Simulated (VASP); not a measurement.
# Bi (P6_3/mmc) in VASP: further runs, part 3 of 3

VASP 6.6.1. The steps go on from the part before.

### 5 Single point, PBEsol (zz strain of -1 %)

The input, INCAR:

```
SYSTEM = Bi
PREC = Accurate
ENCUT = 520
EDIFF = 1E-7
ISMEAR = -1
SIGMA = 0.08
LREAL = .FALSE.
LASPH = .TRUE.
NELM = 80
ALGO = Normal
ISIF = 2
LWAVE = .FALSE.
LCHARG = .FALSE.
GGA = PS
NBANDS = 22
```

The input, KPOINTS:

```
regular mesh
0
G
  9 9 3
  0 0 0
```

The input, POSCAR:

```
Bi
1.0
    4.5390002997      0.0000000000      0.0000000000
   -2.2695001499      3.9308895674      0.0000000000
    0.0000000000      0.0000000000     11.7107100000
Bi
2
Direct
    0.3333333333      0.6666666667      0.2500000000
    0.6666666667      0.3333333333      0.7500000000
```

Potentials or basis: VASP PAW PBE potentials, release 64 (Bi_d).

On the command line:

```sh
$ cat potpaw_PBE.64/Bi_d/POTCAR > POTCAR
$ mpirun -np 1 vasp_std > vasp.out
```

OUTCAR:

```text
SYSTEM = Bi
   PREC = Accurate
   ENCUT = 520
   EDIFF = 1E-7
   ISMEAR = -1
   LREAL = .FALSE.
   LASPH = .TRUE.
   NELM = 80
   ISIF = 2
   GGA = PS

 ion  position               nearest neighbor table
   1  0.333  0.667  0.250-
   2  0.667  0.333  0.750-

  LATTYP: Found a hexagonal cell.
 ALAT       =     4.5390002997
 C/A-ratio  =     2.5800196578

  Lattice vectors:

 A1 = (   4.5390002997,   0.0000000000,   0.0000000000)
 A2 = (  -2.2695001499,   3.9308895674,   0.0000000000)
 A3 = (   0.0000000000,   0.0000000000,  11.7107100000)

Analysis of symmetry for initial positions (statically):
=====================================================================
 Subroutine PRICEL returns:
 Original cell was already a primitive cell.

 Routine SETGRP: Setting up the symmetry group for a
 hexagonal supercell.

 Subroutine GETGRP returns: Found 24 space group operations
 (whereof 12 operations were pure point group operations)
 out of a pool of 24 trial point group operations.

The static configuration has the point symmetry D_3d.
 The point group associated with its full space group is D_6h.

Analysis of symmetry for dynamics (positions and initial velocities):
=====================================================================
 Subroutine PRICEL returns:
 Original cell was already a primitive cell.

 Routine SETGRP: Setting up the symmetry group for a
 hexagonal supercell.

 Subroutine GETGRP returns: Found 24 space group operations
 (whereof 12 operations were pure point group operations)
 out of a pool of 24 trial point group operations.

The dynamic configuration has the point symmetry D_3d.
 The point group associated with its full space group is D_6h.

[... 107 lines left out ...]
   PSTRESS=    0.0 pullay stress
   NELECT =      30.0000    total number of electrons
   NUPDOWN=      -1.0000    fix difference up-down
   EMIN   =  10.00;   EMAX   =-10.00  energy-range for DOS
   EFERMI =   0.00;   METHOD = LEGACY
   ISMEAR =    -1;   SIGMA  =   0.08  broadening in eV -4-tet -1-fermi 0-gaus
   EFERMI_NEDOS =   21; number of points for ismear=-14 and -15
   IALGO  =     38    algorithm
   IMIX   =      4    mixing-type and parameters
     AMIX     =   0.40;   BMIX     =  1.00
     AMIX_MAG =   1.60;   BMIX_MAG =  1.00
  volume/ion in A,a.u.               =     104.47       705.02
  Fermi-wavevector in a.u.,A,eV,Ry     =   0.857243  1.619954  9.998447  0.734865
  Thomas-Fermi vector in A             =   1.974267
   LORBIT       =      0    0 simple, 1 ext, 2 COOP (PROOUT), +10 PAW based schemes
   GGA     = PS    functional components
   LHFCALC =     F    Hartree Fock is set to
   AEXX    =    0.0000 exact exchange contribution
   IVDW    =     0    specifies the selected vdW correction
   LEPSILON=     F    determine dielectric tensor
   LRPA    =     F    only Hartree local field effects (RPA)
 non-spin polarized calculation
  energy-cutoff  :      520.00
  volume of cell :      208.95
 maximum number of plane-waves:      5689
 NGX is ok and might be reduce to    36
   NGX = 17   NGY = 17   NGZ = 43

 number of electron      29.9999987 magnetization

 Free energy of the ion-electron system (eV)
  ---------------------------------------------------
  ext. energy  EPLUGINS =         0.00000000
  ---------------------------------------------------
  free energy    TOTEN  =        -3.45120174 eV

  energy without entropy =       -3.29773018  energy(sigma->0) =       -3.37446596

 E-fermi :  -1.1080     XC(G=0):  -5.4637

 val. band max:       -1.1322017927   @ k =   0.2222   0.2222   0.3333
 cond. band min:      -1.1052176294   @ k =   0.3333   0.1111   0.3333
 fundamental gap:      0.0269841633
 Fermi energy:        -1.1079723004

 k-point     1 :       0.0000    0.0000    0.0000
  band No.  band energies     occupation
      1     -23.8835      2.00000
      2     -23.8835      2.00000
      3     -23.8835      2.00000
      4     -23.8835      2.00000
      5     -23.8729      2.00000
      6     -23.8729      2.00000
[... 589 lines left out ...]
     21       4.4454      0.00000
     22       4.9639      0.00000

------------------------ aborting loop because EDIFF is reached ----------------------------------------

  FORCE on cell =-STRESS in cart. coord.  units (eV):
  Direction    XX          YY          ZZ          XY          YZ          ZX
  --------------------------------------------------------------------------------------
  -------------------------------------------------------------------------------------
  Total       -6.5870396     -6.5870396     -0.5621523      0.0000000      0.0000000      0.0000000
  in kB      -50.5087448    -50.5087448     -4.3105266      0.0000000      0.0000000      0.0000000
  external PRESSURE =     -35.1093387 kB  Pullay stress =       0.0000000 kB

 VOLUME and BASIS-vectors are now :
 -----------------------------------------------------------------------------
  energy-cutoff  :      520.00
  volume of cell :      208.95
      direct lattice vectors                 reciprocal lattice vectors
     4.539000300  0.000000000  0.000000000     0.220312830  0.127197672  0.000000000
    -2.269500150  3.930889567  0.000000000     0.000000000  0.254395343  0.000000000
     0.000000000  0.000000000 11.710710000     0.000000000  0.000000000  0.085391919

 POSITION                                       TOTAL-FORCE (eV/Angst)
 -----------------------------------------------------------------------------------
     -0.00000      2.62059      2.92768         0.000000     -0.000000      0.000000
      2.26950      1.31030      8.78303        -0.000000      0.000000      0.000000
 -----------------------------------------------------------------------------------
    total drift:                               -0.000000      0.000000      0.000000

  FREE ENERGIE OF THE ION-ELECTRON SYSTEM (eV)
  ---------------------------------------------------
  free  energy   TOTEN  =        -3.4512017441 eV

  energy  without entropy=       -3.2977301810  energy(sigma->0) =       -3.37446596
```

OSZICAR:

```text
N       E                     dE             d eps       ncg     rms          rms(c)
DAV:   1     0.265376493747E+03    0.26538E+03   -0.14365E+04  1112   0.118E+03
DAV:   2     0.170893802693E+02   -0.24829E+03   -0.24384E+03  1134   0.322E+02
DAV:   3    -0.278332031790E+01   -0.19873E+02   -0.19670E+02  1260   0.119E+02
DAV:   4    -0.343916700813E+01   -0.65585E+00   -0.65457E+00  1298   0.242E+01
DAV:   5    -0.346263344188E+01   -0.23466E-01   -0.23465E-01  1468   0.420E+00    0.751E-01
DAV:   6    -0.344955640693E+01    0.13077E-01   -0.36536E-02  1246   0.145E+00    0.477E-01
DAV:   7    -0.345000387519E+01   -0.44747E-03   -0.38390E-02  1224   0.126E+00    0.130E-01
DAV:   8    -0.345093967685E+01   -0.93580E-03   -0.29009E-03  1140   0.675E-01    0.458E-02
DAV:   9    -0.345109683784E+01   -0.15716E-03   -0.19617E-04  1206   0.124E-01    0.225E-02
DAV:  10    -0.345119097648E+01   -0.94139E-04   -0.88354E-05  1260   0.472E-02    0.363E-03
DAV:  11    -0.345119877978E+01   -0.78033E-05   -0.60057E-06  1224   0.188E-02    0.196E-03
DAV:  12    -0.345120151357E+01   -0.27338E-05   -0.48368E-06  1104   0.115E-02    0.613E-04
DAV:  13    -0.345120173187E+01   -0.21830E-06   -0.21810E-07  1050   0.322E-03    0.326E-04
DAV:  14    -0.345120174407E+01   -0.12200E-07   -0.78115E-08   872   0.140E-03
   1 F= -.34512017E+01 E0= -.33744660E+01  d E =-.153472E+00
```

stdout:

```text
POSCAR found type information on POSCAR Bi
 POSCAR found :  1 types and       2 ions
 scaLAPACK will be used
 -----------------------------------------------------------------------------
|                                                                             |
|                                                                             |
|     You enforced a specific xc type in the INCAR file but a different       |
|     I HOPE YOU KNOW WHAT YOU ARE DOING!                                     |
|                                                                             |
 -----------------------------------------------------------------------------

 LDA part: xc-table for (Slater+PW92), standard interpolation
 POSCAR, INCAR and KPOINTS ok, starting setup
 FFT: planning ... GRIDC
 FFT: planning ... GRID_SOFT
 FFT: planning ... GRID
 WAVECAR not read
 entering main loop
```

Wall time 75 s (1 thread of Intel Xeon Platinum 8375C at 2.90GHz (Ice Lake), shared host); peak memory 0.36 GiB.

Results:

| Quantity | Value |
| --- | --- |
| Free energy | -3.4512 eV |
| Pressure | -3.5 GPa |
| Band gap on the k mesh | zero (band 15 reaches 0.30 eV, above the bottom of band 16 at -1.83 eV) |

Stress tensor (GPa, compression positive):
```
-5.05  0.00  0.00
 0.00 -5.05  0.00
 0.00  0.00 -0.43
```

Caveat: the cell differs from its parent crystal (zz strain of -1 %); the PAW data sets were made with another functional, which shifts forces and pressure a little; spin-orbit coupling is left out, which moves the levels of the heavy elements.

### 6 Summary

```tsv
cell	gap on the mesh (eV)	pressure (GPa)
a = 4.446, b = 4.446, c = 11.588 Å, angles 90.0, 90.0, 120.0°, 2 atoms	none	-3.8
a = 4.448, b = 4.448, c = 11.829 Å, angles 90.0, 90.0, 120.0°, 2 atoms	none	-3.7
a = 4.539, b = 4.539, c = 11.592 Å, angles 90.0, 90.0, 120.0°, 2 atoms	none	-3.6
a = 4.539, b = 4.539, c = 11.711 Å, angles 90.0, 90.0, 120.0°, 2 atoms	none	-3.5
```

Alike in all rows: task single point; level PBEsol; potentials or basis VASP PAW PBE potentials, release 64 (Bi_d); no spin polarisation; k mesh 9 × 9 × 3; cutoff (eV) 520; smearing fermi-dirac 0.08 eV.

Caveats: the PAW data sets were made with another functional, which shifts forces and pressure a little; spin-orbit coupling is left out, which moves the levels of the heavy elements.

Total energies depend on the potentials used, so only differences within one code and one set of settings carry meaning.
